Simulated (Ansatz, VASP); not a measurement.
# HfN: VASP beside Ansatz

The input INCAR:

```
SYSTEM = HfN
PREC = Accurate
ENCUT = 520
EDIFF = 1E-6
ISMEAR = 0
SIGMA = 0.15
LREAL = .FALSE.
LASPH = .TRUE.
NELM = 60
ALGO = Normal
ISIF = 2
LWAVE = .FALSE.
LCHARG = .FALSE.
GGA = CA
NBANDS = 23
```

Contents of KPOINTS:

```
regular mesh
0
G
  14 14 10
  0 0 0
```

The input POSCAR:

```
HfN
1.0
    0.0000000000     -2.2339756809     -2.2339756809
    0.0000000000      2.2339756809     -2.2339756809
    4.4679513618      0.0000000000      0.0000000000
Hf N
2 2
Direct
    0.5096114305      0.4903885695      0.5000000000
   -0.0096114305      0.0096114305      0.0000000000
    0.4996490927      0.5003509073      0.0000000000
    0.0003509073     -0.0003509073      0.5000000000
```

Input for Ansatz:

```yaml
crystal:
  lattice:
    - [0.0, -2.2339756809, -2.2339756809]
    - [0.0, 2.2339756809, -2.2339756809]
    - [4.4679513618, 0.0, 0.0]
  atoms:
    - { symbol: Hf, position: [0.5096114305, 0.4903885695, 0.5] }
    - { symbol: Hf, position: [-0.0096114305, 0.0096114305, 0.0] }
    - { symbol: "N", position: [0.4996490927, 0.5003509073, 0.0] }
    - { symbol: "N", position: [0.0003509073, -0.0003509073, 0.5] }
basis:
  ecutwfc: 520.0
kpoints:
  mp_grid: { grid: [14, 14, 10] }
hamiltonian:
  xc: lda
  pseudopotentials: { kind: paw, azcp: { folder: soft_1 } }
scf:
  occupations: { method: gaussian, width: 0.15 }
output:
  forces: true
  stress: true
  eigenvalues: true
```

Change from the starting cell: mode 4 frozen in at -0.042 Å and mode 11 at -0.022 Å (largest displacements).

Alike in both runs: task single point; functional LDA; k mesh 14 × 14 × 10; occupations gaussian, width 0.15 eV; no spin polarisation.

|  | VASP | Ansatz |
| --- | --- | --- |
| version | VASP 6.6.1 | Ansatz 0.2.0 |
| potentials or method | VASP PAW LDA potentials, release 64 (Hf_pv, N), cutoff 520 eV | scalar-relativistic, plane waves, PAW |
| valence electrons in the cell | 30 | 62 |

Ansatz gave:

| Item | Value |
| --- | --- |
| gap on the k mesh at the Fermi level (eV) | none |
| pressure (GPa) | 0.4 |
| traceless stress, the component that is largest in VASP (GPa) | 0.81 |
| rms of the force components (eV/Å) | 0.343 |

What did VASP give for the same quantities?

gap on the k mesh at the Fermi level (eV): none; pressure (GPa): -0.8; traceless stress, the component that is largest in VASP (GPa): 0.81; rms of the force components (eV/Å): 0.344.

Ansatz warns that its potentials were made for another functional, while VASP's fit it. LDA's correlation is that of Perdew and Zunger in VASP and of Perdew and Wang (1992) in Ansatz. Atom by atom the forces differ by 0.002 eV/Å (rms over components). A gap of «none» marks a metal or a gap that the smearing closes. VASP's potentials hold 30 valence electrons a cell and Ansatz's 62, so a difference there can come from the potentials and not from the codes.

Neither program's run includes spin-orbit coupling.
